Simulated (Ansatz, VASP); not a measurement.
# CuO: VASP beside Ansatz

```
Cu O
1.0
     0.00000    2.21602    2.21602
     2.21602    0.00000    2.21602
     2.21602    2.21602    0.00000
Cu O
1 1
Direct
  0.00000 0.00000 0.00000
  0.25000 0.25000 0.25000
```

Change from the starting cell: volume scaled by 0.9405.

Alike in both runs: task single point; functional PBE; k mesh 16 × 16 × 16; occupations fermi-dirac, width 0.05 eV; no spin polarisation.

```csv
,VASP,Ansatz
version,VASP 6.6.1,Ansatz 0.2.0
potentials or method,"VASP PAW PBE potentials, release 64 (Cu, O), cutoff 520 eV","all-electron LAPW, scalar-relativistic"
```

Ansatz gave:

* pressure (GPa): 9.8

Estimate VASP's values.

pressure (GPa): 10.5.

Ansatz ran all-electron here, and VASP with PAW potentials.
